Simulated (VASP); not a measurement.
Runs of VASP 6.6.1 on ZnS. The structure is that of space group P6_3mc (No. 186), or close to it. The cells are those of the table. 

| task | level | potentials or basis | cell | cutoff (eV) | gap on the mesh (eV) | pressure (GPa) | relaxed volume (Å³/atom) | largest force (eV/Å) |
| --- | --- | --- | --- | --- | --- | --- | --- | --- |
| single point | PBEsol | VASP PAW PBE potentials, release 64 (Zn, S) | a = 3.812, b = 3.812, c = 18.690 Å, angles 90.0, 90.0, 120.0°, 12 atoms | 520 | 2.03 | (a) | - | 0.03 |
| single point | PBEsol+D3(BJ) | VASP PAW PBE potentials, release 64 (Zn, S) | a = 3.812, b = 3.812, c = 18.690 Å, angles 90.0, 90.0, 120.0°, 12 atoms | 520 | 2.03 | -3.4 | - | 0.03 |
| relaxation of cell and atoms | revPBE | VASP PAW PBE potentials, release 64 (Zn, S) | relaxed from a = 3.812, b = 3.812, c = 18.690 Å, angles 90.0, 90.0, 120.0°, 12 atoms | 600 | (c) | 0.1 | 20.74 | 0.01 |
| single point | r2SCAN+D3(BJ) | VASP PAW PBE potentials, release 64 (Zn, S) | a = 3.862, b = 3.862, c = 18.936 Å, angles 90.0, 90.0, 120.0°, 12 atoms | 520 | 2.55 | -4.0 | - | 0.03 |
| single point | PBEsol+D3(BJ) | VASP PAW PBE potentials, release 64 (Zn, S) | a = 3.760, b = 3.760, c = 18.437 Å, angles 90.0, 90.0, 120.0°, 12 atoms | 520 | 2.21 | -0.3 | - | 0.03 |
| single point | r2SCAN+D3(BJ) | VASP PAW PBE potentials, release 64 (Zn, S) | a = 3.837, b = 3.837, c = 18.814 Å, angles 90.0, 90.0, 120.0°, 12 atoms | 520 | 2.64 | (d) | - | 0.03 |
| single point | revPBE+D3(BJ) | VASP PAW PBE potentials, release 64 (Zn, S) | a = 3.781, b = 3.781, c = 18.568 Å, angles 90.0, 90.0, 120.0°, 12 atoms | 520 | (b) | 0.2 | - | - |
| single point | LDA | VASP PAW LDA potentials, release 64 (Zn, S) | a = 3.743, b = 3.743, c = 18.375 Å, angles 90.0, 90.0, 120.0°, 12 atoms | 520 | 2.18 | 0.4 | - | - |
| single point | BLYP+D3(BJ) | VASP PAW PBE potentials, release 64 (Zn, S) | a = 3.760, b = 3.760, c = 18.437 Å, angles 90.0, 90.0, 120.0°, 12 atoms | 520 | 2.38 | 3.2 | - | 0.06 |
| single point | LDA | VASP PAW LDA potentials, release 64 (Zn, S) | a = 3.812, b = 3.812, c = 18.690 Å, angles 90.0, 90.0, 120.0°, 12 atoms | 520 | 1.94 | -3.9 | - | 0.03 |
| single point | PBE exchange alone | VASP PAW PBE potentials, release 64 (Zn, S) | a = 3.887, b = 3.887, c = 19.057 Å, angles 90.0, 90.0, 120.0°, 12 atoms | 520 | 1.93 | 7.2 | - | 0.04 |
| relaxation of cell and atoms | revPBE+D4 | VASP PAW PBE potentials, release 64 (Zn, S) | relaxed from a = 3.812, b = 3.812, c = 18.690 Å, angles 90.0, 90.0, 120.0°, 12 atoms | 600 | 2.36 | 0.0 | 19.27 | 0.01 |

Alike in all rows: no spin polarisation; k mesh 8 × 8 × 2; smearing fermi-dirac 0.05 eV.

Fill in the values left out.

(a) -1.3; (b) 2.39; (c) 2.04; (d) -2.7.

Caveats: the PAW data sets were made with another functional, which shifts forces and pressure a little (at least some runs); the cell stands under tension (at least some runs); the cell stands under pressure (at least some runs).

A k mesh can miss the band edges.
